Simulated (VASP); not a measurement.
A run of VASP 6.6.1 is set up as follows.

Contents of INCAR:

```
PREC     = Accurate       # precision mode
ENCUT    = 520            # plane-wave cutoff, eV
EDIFF    = 1E-6           # SCF threshold, eV
ISMEAR   = 0              # smearing method
SIGMA    = 0.05           # smearing width, eV
LREAL    = False          # projectors in reciprocal space
LASPH    = True           # aspherical terms in the spheres
NELM     = 60             # most SCF steps
ALGO     = Normal         # electronic algorithm
ISIF     = 2              # what is computed and relaxed
LWAVE    = False          # write WAVECAR
LCHARG   = False          # write CHGCAR
NBANDS   = 28             # bands
```

File KPOINTS:

```
regular mesh
0
Gamma
  4 4 4
```

Contents of POSCAR:

```
K3SF
1.0
    4.8648958673      0.0000000000      0.0000000000
    0.0000000000      4.8648958673      0.0000000000
    0.0000000000      0.0000000000      4.8648958673
S F K
1 1 3
Direct
    0.0000000000      0.0000000000      0.0000000000
    0.5000000000      0.5000000000      0.5000000000
    0.5000000000      0.5000000000      0.0000000000
    0.5000000000      0.0000000000      0.5000000000
    0.0000000000      0.5000000000      0.5000000000
```

Potentials or basis: VASP PAW LDA potentials, release 64 (S, F, K_sv).

Run with:

```sh
$ cat potpaw_LDA.64/S/POTCAR potpaw_LDA.64/F/POTCAR potpaw_LDA.64/K_sv/POTCAR > POTCAR
$ mpirun -np 1 vasp_std > vasp.out
```

(1) Estimate the pressure.

(2) What does it give for the band gap on the k mesh?

## Answers

(1) 0.4 GPa.

(2) 2.61 eV.
